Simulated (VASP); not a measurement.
# KF (R-3m) in VASP: a series of runs

KF is run at these levels: PBE; tasks: single point.

All numbers are computed with VASP 6.6.1; they aren't measurements. Logs are shortened: lines on timing, memory, paths and dates and some standing lists are left out, and cuts for length are marked.

### 1 The cell of the first run

It takes space group R-3m (No. 166, trigonal). Conventional cell: a = 3.690 Å, b = 3.690 Å, c = 9.484 Å, α = 90.00°, β = 90.00°, γ = 120.00°. K (site symmetry -3m) has 6 F at 2.65 Å within 3.5 Å. Within 3.5 Å of F (site symmetry -3m) lie 6 K at 2.65 Å.

### 2 Single point, PBE (18.64 Å³/atom)

File INCAR:

```
ALGO = Normal
EDIFF = 1E-6
ENCUT = 520
GGA = PE
ISIF = 2
ISMEAR = 0
LASPH = True
LCHARG = False
LREAL = False
LWAVE = False
NBANDS = 15
NELM = 100
PREC = Accurate
SIGMA = 0.05
```

File KPOINTS:

```
k-points
0
Gamma
  8 8 8
```

File POSCAR:

```
KF
1.0
    0.0857572946      2.6950056099      2.6950056099
    2.6950056099      0.0857572946      2.6950056099
    2.6950056099      2.6950056099      0.0857572946
K F
1 1
Direct
    0.0000000000      0.0000000000      0.0000000000
    0.5000000000      0.5000000000      0.5000000000
```

Potentials or basis: VASP PAW PBE potentials, release 64 (K_sv, F).

The run is started by

```console
cat potpaw_PBE.64/K_sv/POTCAR potpaw_PBE.64/F/POTCAR > POTCAR
mpirun -np 1 vasp_std > vasp.out
```

OUTCAR:

```text
EDIFF = 1E-6
   ENCUT = 520
   GGA = PE
   ISIF = 2
   ISMEAR = 0
   LASPH = True
   LREAL = False
   NELM = 100
   PREC = Accurate

 ion  position               nearest neighbor table
   1  0.000  0.000  0.000-   2 2.65   2 2.65   2 2.65   2 2.65   2 2.65   2 2.65
   2  0.500  0.500  0.500-   1 2.65   1 2.65   1 2.65   1 2.65   1 2.65   1 2.65

  LATTYP: Found a trigonal (rhomboedric) cell.
 ALAT       =     3.8122781625
 COS(alpha) =     0.5315517070

  Lattice vectors:

 A1 = (   0.0857572946,   2.6950056099,   2.6950056099)
 A2 = (   2.6950056099,   0.0857572946,   2.6950056099)
 A3 = (   2.6950056099,   2.6950056099,   0.0857572946)

Analysis of symmetry for initial positions (statically):
=====================================================================
 Subroutine PRICEL returns:
 Original cell was already a primitive cell.

 Routine SETGRP: Setting up the symmetry group for a
 trigonal (rhombohedral) supercell.

 Subroutine GETGRP returns: Found 12 space group operations
 (whereof 12 operations were pure point group operations)
 out of a pool of 12 trial point group operations.

The static configuration has the point symmetry D_3d.

Analysis of symmetry for dynamics (positions and initial velocities):
=====================================================================
 Subroutine PRICEL returns:
 Original cell was already a primitive cell.

 Routine SETGRP: Setting up the symmetry group for a
 trigonal (rhombohedral) supercell.

 Subroutine GETGRP returns: Found 12 space group operations
 (whereof 12 operations were pure point group operations)
 out of a pool of 12 trial point group operations.

The dynamic configuration has the point symmetry D_3d.

 Subroutine INISYM returns: Found 12 space group operations
 (whereof 12 operations are pure point group operations),
 and found     1 'primitive' translations

----------------------------------------------------------------------------------------

                                     Primitive cell

  volume of cell :      37.2800

  direct lattice vectors                    reciprocal lattice vectors
     0.085757295  2.695005610  2.695005610    -0.194627171  0.188624969  0.188624969
     2.695005610  0.085757295  2.695005610     0.188624969 -0.194627171  0.188624969
     2.695005610  2.695005610  0.085757295     0.188624969  0.188624969 -0.194627171

  length of vectors
     3.812278163  3.812278163  3.812278163     0.330209772  0.330209772  0.330209772

  position of ions in fractional coordinates (direct lattice)
     0.000000000  0.000000000  0.000000000
     0.500000000  0.500000000  0.500000000

  ion indices of the primitive-cell ions
   primitive index   ion index
                 1           1
                 2           2

----------------------------------------------------------------------------------------

 KPOINTS: k-points

Automatic generation of k-mesh.
 Grid dimensions read from file:
 generate k-points for:    8    8    8

 Generating k-lattice:

  Cartesian coordinates                     Fractional coordinates (reciprocal lattice)
    -0.024328396  0.023578121  0.023578121     0.125000000  0.000000000 -0.000000000
     0.023578121 -0.024328396  0.023578121     0.000000000  0.125000000 -0.000000000
     0.023578121  0.023578121 -0.024328396     0.000000000  0.000000000  0.125000000

  Length of vectors
     0.041276221  0.041276221  0.041276221

  Shift w.r.t. Gamma in fractional coordinates (k-lattice)
     0.000000000  0.000000000  0.000000000

 Subroutine IBZKPT returns following result:
 ===========================================

 Found     65 irreducible k-points:

 Following reciprocal coordinates:
            Coordinates               Weight
  0.000000  0.000000  0.000000      1.000000
  0.125000  0.000000  0.000000      6.000000
  0.250000  0.000000  0.000000      6.000000
  0.375000  0.000000  0.000000      6.000000
  0.500000  0.000000  0.000000      3.000000
  0.125000  0.125000 -0.000000      6.000000
[... 16 lines left out ...]
  0.250000  0.125000  0.125000      6.000000
  0.375000  0.125000  0.125000      6.000000
 [... further k-points ...]
   k-points           NKPTS =     65   k-points in BZ     NKDIM =     65   number of bands    NBANDS=     15
   number of dos      NEDOS =    301   number of ions     NIONS =      2
   total plane-waves  NPLWV =  21952
   dimension x,y,z NGX =    28 NGY =   28 NGZ =   28
   dimension x,y,z NGXF=    56 NGYF=   56 NGZF=   56
   ions per type =               1   1
   NGX,Y,Z   is equivalent  to a cutoff of  12.21, 12.21, 12.21 a.u.
   NGXF,Y,Z  is equivalent  to a cutoff of  24.42, 24.42, 24.42 a.u.
 SYSTEM =  unknown system
   PREC   = accura    normal or accurate (medium, high low for compatibility)
   ISTART =      0    job   : 0-new  1-cont  2-samecut
   ICHARG =      2    charge: 1-file 2-atom 10-const
   ISPIN  =      1    spin polarized calculation?
   LNONCOLLINEAR =      F non collinear calculations
[... 63 lines left out ...]
      3     -12.0740      2.00000
      4     -12.0490      2.00000
      5     -12.0490      2.00000
      6      -2.7666      2.00000
      7      -2.7170      2.00000
      8      -2.7170      2.00000
      9       3.5421      0.00000
     10       7.6905      0.00000
     11       8.1482      0.00000
     12       8.1482      0.00000
     13       9.7210      0.00000
     14       9.7210      0.00000
     15      14.3501      0.00000

 k-point     2 :       0.1250    0.0000    0.0000
  band No.  band energies     occupation
      1     -28.8104      2.00000
      2     -21.4185      2.00000
      3     -12.0992      2.00000
      4     -12.0750      2.00000
      5     -12.0578      2.00000
      6      -2.8722      2.00000
      7      -2.8198      2.00000
      8      -2.7720      2.00000
      9       3.9951      0.00000
     10       7.7715      0.00000
     11       8.0069      0.00000
     12       8.3856      0.00000
     13       9.8522      0.00000
     14       9.8645      0.00000
     15      15.1571      0.00000

 k-point     3 :       0.2500    0.0000    0.0000
  band No.  band energies     occupation
      1     -28.7715      2.00000
      2     -21.4516      2.00000
      3     -12.2142      2.00000
      4     -12.0821      2.00000
      5     -12.0789      2.00000
      6      -3.1823      2.00000
      7      -2.9651      2.00000
      8      -2.9016      2.00000
      9       5.1167      0.00000
     10       7.4458      0.00000
     11       8.5085      0.00000
     12       8.9722      0.00000
     13      10.2689      0.00000
     14      10.3184      0.00000
     15      16.2615      0.00000

 k-point     4 :       0.3750    0.0000    0.0000
  band No.  band energies     occupation
      1     -28.7320      2.00000
      2     -21.4851      2.00000
      3     -12.3280      2.00000
      4     -12.0996      2.00000
      5     -12.0883      2.00000
      6      -3.4526      2.00000
      7      -3.1035      2.00000
      8      -3.0271      2.00000
      9       6.1851      0.00000
     10       7.6031      0.00000
     11       9.0469      0.00000
     12       9.4998      0.00000
     13      11.0263      0.00000
     14      11.1613      0.00000
     15      14.7809      0.00000
[... 307 lines left out ...]
 k-point    22 :       0.1250    0.1250    0.1250
  band No.  band energies     occupation
      1     -28.8130      2.00000
      2     -21.4210      2.00000
      3     -12.1059      2.00000
      4     -12.0529      2.00000
      5     -12.0529      2.00000
      6      -2.9050      2.00000
      7      -2.7661      2.00000
      8      -2.7661      2.00000
      9       3.9520      0.00000
     10       7.5320      0.00000
     11       8.3267      0.00000
     12       8.3267      0.00000
     13       9.8915      0.00000
     14       9.8915      0.00000
     15      14.9875      0.00000

 k-point    23 :       0.2500    0.1250    0.1250
  band No.  band energies     occupation
      1     -28.7909      2.00000
      2     -21.4400      2.00000
      3     -12.1317      2.00000
      4     -12.1228      2.00000
      5     -12.0485      2.00000
      6      -3.0916      2.00000
      7      -2.8763      2.00000
      8      -2.7776      2.00000
      9       4.5811      0.00000
     10       7.3467      0.00000
     11       8.5803      0.00000
     12       8.6188      0.00000
     13      10.1255      0.00000
     14      10.1380      0.00000
     15      15.9271      0.00000

 k-point    24 :       0.3750    0.1250    0.1250
  band No.  band energies     occupation
      1     -28.7524      2.00000
      2     -21.4674      2.00000
      3     -12.2562      2.00000
      4     -12.1507      2.00000
      5     -12.0699      2.00000
      6      -3.3114      2.00000
      7      -2.9979      2.00000
      8      -2.8982      2.00000
      9       5.6864      0.00000
     10       7.2410      0.00000
     11       8.9175      0.00000
     12       9.1966      0.00000
     13      10.5449      0.00000
     14      10.8268      0.00000
     15      15.5935      0.00000

 [... further k-points ...]

------------------------ aborting loop because EDIFF is reached ----------------------------------------

  FORCE on cell =-STRESS in cart. coord.  units (eV):
  Direction    XX          YY          ZZ          XY          YZ          ZX
  --------------------------------------------------------------------------------------
  -------------------------------------------------------------------------------------
  Total        0.5252674      0.5252674      0.5252674     -0.1052550     -0.1052550     -0.1052550
  in kB       22.5743426     22.5743426     22.5743426     -4.5235286     -4.5235286     -4.5235286
  external PRESSURE =      22.5743426 kB  Pullay stress =       0.0000000 kB

 VOLUME and BASIS-vectors are now :
 -----------------------------------------------------------------------------
  energy-cutoff  :      520.00
  volume of cell :       37.28
      direct lattice vectors                 reciprocal lattice vectors
     0.085757295  2.695005610  2.695005610    -0.194627171  0.188624969  0.188624969
     2.695005610  0.085757295  2.695005610     0.188624969 -0.194627171  0.188624969
     2.695005610  2.695005610  0.085757295     0.188624969  0.188624969 -0.194627171

 POSITION                                       TOTAL-FORCE (eV/Angst)
 -----------------------------------------------------------------------------------
      0.00000      0.00000      0.00000         0.000000     -0.000000      0.000000
      2.73788      2.73788      2.73788        -0.000000      0.000000     -0.000000
 -----------------------------------------------------------------------------------
    total drift:                                0.000000      0.000000      0.000000

  FREE ENERGIE OF THE ION-ELECTRON SYSTEM (eV)
  ---------------------------------------------------
  free  energy   TOTEN  =        -8.2741025301 eV

  energy  without entropy=       -8.2741025301  energy(sigma->0) =       -8.27410253
```

It took 18 s on 1 thread of AMD EPYC 9R45 (Zen 5), shared host; peak memory 0.15 GiB.

Results:

| Item | Value |
| --- | --- |
| Free energy | -8.2741 eV |
| Pressure | 2.3 GPa |
| Band gap on the k mesh | 6.26 eV |

A k mesh can miss the band edges.

### 3 Single point, PBE (18.32 Å³/atom)

This run uses another cell than the first one, of 18.32 Å³/atom.

File INCAR:

```
PREC     = Accurate       # precision mode
ENCUT    = 520            # plane-wave cutoff, eV
EDIFF    = 1E-7           # SCF threshold, eV
ISMEAR   = 0              # smearing method
SIGMA    = 0.05           # smearing width, eV
LREAL    = F              # projectors in reciprocal space
LASPH    = T              # aspherical terms in the spheres
NELM     = 100            # most SCF steps
ALGO     = Normal         # electronic algorithm
ISIF     = 2              # what is computed and relaxed
LWAVE    = F              # write WAVECAR
LCHARG   = T              # write CHGCAR
GGA      = PE             # functional
LELF     = T              # ELF
LVHAR    = T            
NBANDS   = 15             # bands
```

File KPOINTS:

```
Automatic mesh
0
Gamma
  8 8 8
```

File POSCAR:

```
KF
1.0
   -0.0561341678      2.6084624031      2.6084624031
    2.6084624031     -0.0561341678      2.6084624031
    2.6084624031      2.6084624031     -0.0561341678
K F
1 1
Direct
    0.0000000000      0.0000000000      0.0000000000
    0.5000000000      0.5000000000      0.5000000000
```

Potentials or basis: VASP PAW PBE potentials, release 64 (K_sv, F).

The run is started by

```console
cat potpaw_PBE.64/K_sv/POTCAR potpaw_PBE.64/F/POTCAR > POTCAR
mpirun -np 1 vasp_std > vasp.out
```

It took 19 s on 1 thread of AMD EPYC 9R45 (Zen 5), shared host; peak memory 0.15 GiB.

The run converged. Its results:

- Free energy: -8.2658 eV
- Pressure: 3.0 GPa
- Band gap on the k mesh: 6.36 eV

Stress tensor (GPa, compression positive):
```
3.01 0.25 0.25
0.25 3.01 0.25
0.25 0.25 3.01
```

Levels at points of the mesh, in eV from the valence-band top:
| k point | band 6 | band 7 | band 8 | band 9 | band 10 | band 11 |
| --- | --- | --- | --- | --- | --- | --- |
| (0.00, 0.00, 0.00) | -0.03 | -0.03 | 0.00 | 6.36 | 10.65 | 10.65 |
| (0.50, 0.00, 0.00) | -0.86 | -0.41 | -0.36 | 9.19 | 10.86 | 12.07 |
| (0.50, 0.50, 0.00) | -0.21 | -0.08 | -0.06 | 8.21 | 10.50 | 12.12 |
| (0.50, 0.50, 0.50) | -0.86 | -0.44 | -0.44 | 9.28 | 10.99 | 12.28 |

Caveat: the cell stands under pressure.

### 4 Single point, PBE (18.64 Å³/atom)

Edit INCAR of step 3 so:

```diff
@@ -2,3 +2,3 @@
 ENCUT    = 520            # plane-wave cutoff, eV
-EDIFF    = 1E-7           # SCF threshold, eV
+EDIFF    = 1E-6           # SCF threshold, eV
 ISMEAR   = 0              # smearing method
@@ -11,6 +11,4 @@
 LWAVE    = F              # write WAVECAR
-LCHARG   = T              # write CHGCAR
+LCHARG   = F              # write CHGCAR
 GGA      = PE             # functional
-LELF     = T              # ELF
-LVHAR    = T            
 NBANDS   = 15             # bands
```

File KPOINTS:

```
regular mesh
0
Gamma
  8 8 8
```

File POSCAR:

```
KF
1.0
   -0.0844223819      2.6099089561      2.6099089561
    2.6099089561     -0.0844223819      2.6099089561
    2.6099089561      2.6099089561     -0.0844223819
K F
1 1
Direct
    0.0000000000      0.0000000000      0.0000000000
    0.5000000000      0.5000000000      0.5000000000
```

The run is started by

```console
cat potpaw_PBE.64/K_sv/POTCAR potpaw_PBE.64/F/POTCAR > POTCAR
mpirun -np 1 vasp_std > vasp.out
```

Wall time 19 s (1 thread of AMD EPYC 9R45 (Zen 5), shared host); peak memory 0.15 GiB.

Results (log left out):

```yaml
Free_energy: -8.2748 eV
Pressure: 2.3 GPa
Band_gap_on_the_k_mesh: 6.25 eV
```

Stress tensor (GPa, compression positive):
```
2.26 0.36 0.36
0.36 2.26 0.36
0.36 0.36 2.26
```

Levels at points of the mesh, in eV from the valence-band top:
| k point | band 6 | band 7 | band 8 | band 9 | band 10 | band 11 |
| --- | --- | --- | --- | --- | --- | --- |
| (0.00, 0.00, 0.00) | -0.04 | -0.04 | 0.00 | 6.25 | 10.53 | 10.53 |
| (0.50, 0.00, 0.00) | -0.85 | -0.41 | -0.34 | 9.08 | 10.70 | 11.89 |
| (0.50, 0.50, 0.00) | -0.24 | -0.10 | -0.06 | 8.18 | 10.38 | 11.97 |
| (0.50, 0.50, 0.50) | -0.85 | -0.45 | -0.45 | 9.23 | 10.89 | 12.20 |

A k mesh can miss the band edges. PBE gaps usually lie below the measured ones, often by a third to a half.

### 5 Single point, PBE (18.64 Å³/atom)

File INCAR:

```
SYSTEM = KF
PREC     = Accurate       ! precision mode
ENCUT    = 520            ! plane-wave cutoff, eV
EDIFF    = 1E-7           ! SCF threshold, eV
ISMEAR   = 0              ! smearing method
SIGMA    = 0.05           ! smearing width, eV
LREAL    = .False.        ! projectors in reciprocal space
LASPH    = .True.         ! aspherical terms in the spheres
NELM     = 80             ! most SCF steps
ALGO     = Normal         ! electronic algorithm
ISIF     = 2              ! what is computed and relaxed
LWAVE    = .False.        ! write WAVECAR
LCHARG   = .False.        ! write CHGCAR
GGA      = PE             ! functional
NBANDS   = 15             ! bands
```

File KPOINTS:

```
regular mesh
0
Gamma
  8 8 8
  0 0 0
```

File POSCAR:

```
KF
1.0
   -0.0282558314      2.6373886413      2.6373886413
    2.6373886413     -0.0282558314      2.6373886413
    2.6373886413      2.6373886413     -0.0282558314
K F
1 1
Direct
    0.0000000000      0.0000000000      0.0000000000
    0.5000000000      0.5000000000      0.5000000000
```

The run is started by

```console
cat potpaw_PBE.64/K_sv/POTCAR potpaw_PBE.64/F/POTCAR > POTCAR
mpirun -np 1 vasp_std > vasp.out
```

Wall time 21 s (1 thread of AMD EPYC 9R45 (Zen 5), shared host); peak memory 0.15 GiB.

Results (log left out):

- Free energy: -8.2785 eV
- Pressure: 2.3 GPa
- Band gap on the k mesh: 6.28 eV

Stress tensor (GPa, compression positive):
```
2.30 0.13 0.13
0.13 2.30 0.13
0.13 0.13 2.30
```

Levels at points of the mesh, in eV from the valence-band top:
| k point | band 6 | band 7 | band 8 | band 9 | band 10 | band 11 |
| --- | --- | --- | --- | --- | --- | --- |
| (0.00, 0.00, 0.00) | -0.02 | -0.02 | 0.00 | 6.28 | 10.68 | 10.68 |
| (0.50, 0.00, 0.00) | -0.83 | -0.38 | -0.36 | 9.14 | 10.75 | 12.09 |
| (0.50, 0.50, 0.00) | -0.21 | -0.07 | -0.06 | 8.21 | 10.42 | 11.99 |
| (0.50, 0.50, 0.50) | -0.83 | -0.40 | -0.40 | 9.19 | 10.82 | 12.19 |

### 6 Single point, PBE (20.55 Å³/atom)

This run uses another cell than the first one, of 20.55 Å³/atom.

File INCAR:

```
SYSTEM = KF
PREC = Accurate
ENCUT = 520
EDIFF = 1E-6
ISMEAR = 0
SIGMA = 0.05
LREAL = .False.
LASPH = .True.
NELM = 100
ALGO = Normal
ISIF = 2
LWAVE = .False.
LCHARG = .False.
GGA = PE
NBANDS = 15
```

File KPOINTS:

```
Automatic mesh
0
Gamma
  8 8 8
  0 0 0
```

File POSCAR:

```
KF
1.0
    0.0294249267      2.7539551729      2.7539551729
    2.7539551729      0.0294249267      2.7539551729
    2.7539551729      2.7539551729      0.0294249267
K F
1 1
Direct
    0.0000000000      0.0000000000      0.0000000000
    0.5000000000      0.5000000000      0.5000000000
```

Potentials or basis: VASP PAW PBE potentials, release 64 (K_sv, F).

The run is started by

```console
cat potpaw_PBE.64/K_sv/POTCAR potpaw_PBE.64/F/POTCAR > POTCAR
mpirun -np 1 vasp_std > vasp.out
```

Wall time 74 s (1 thread of Intel Xeon 8259CL, shared host); peak memory 0.19 GiB.

The run converged. Its results:

- Free energy: -8.2967 eV
- Pressure: -0.9 GPa
- Band gap on the k mesh: 5.78 eV

Stress tensor (GPa, compression positive):
```
-0.86 -0.15 -0.15
-0.15 -0.86 -0.15
-0.15 -0.15 -0.86
```

Levels at points of the mesh, in eV from the valence-band top:
```
           k point  band 4  band 5  band 6  band 7  band 8  band 9  band 10  band 11  band 12  band 13
(0.00, 0.00, 0.00)   -9.66   -9.66   -0.02    0.00    0.00    5.78    10.36    10.51    10.51    12.04
(0.50, 0.00, 0.00)   -9.70   -9.69   -0.72   -0.31   -0.29    8.76    10.07    11.65    11.78    13.78
(0.50, 0.50, 0.00)   -9.83   -9.82   -0.25   -0.08   -0.07    8.12     9.89    11.22    13.20    13.76
(0.50, 0.50, 0.50)   -9.69   -9.69   -0.72   -0.28   -0.28    8.70    10.01    11.69    11.69    13.80
```

### 7 Summary

```csv
cell,gap on the mesh (eV),pressure (GPa)
"a = 3.812 Å, angles 57.9°, 2 atoms",6.26,2.3
"a = 3.689 Å, angles 61.4°, 2 atoms",6.36,3.0
"a = 3.692 Å, angles 62.1°, 2 atoms",6.25,2.3
"a = 3.730 Å, angles 60.7°, 2 atoms",6.28,2.3
"a = 3.895 Å, angles 59.3°, 2 atoms",5.78,-0.9
```

Alike in all rows: task single point; level PBE; potentials or basis VASP PAW PBE potentials, release 64 (K_sv, F); no spin polarisation; k mesh 8 × 8 × 8; cutoff (eV) 520; smearing gaussian 0.05 eV.

Caveats: the cell stands under pressure (at least some runs).

Absolute energies hang on the potentials; compare differences alone.
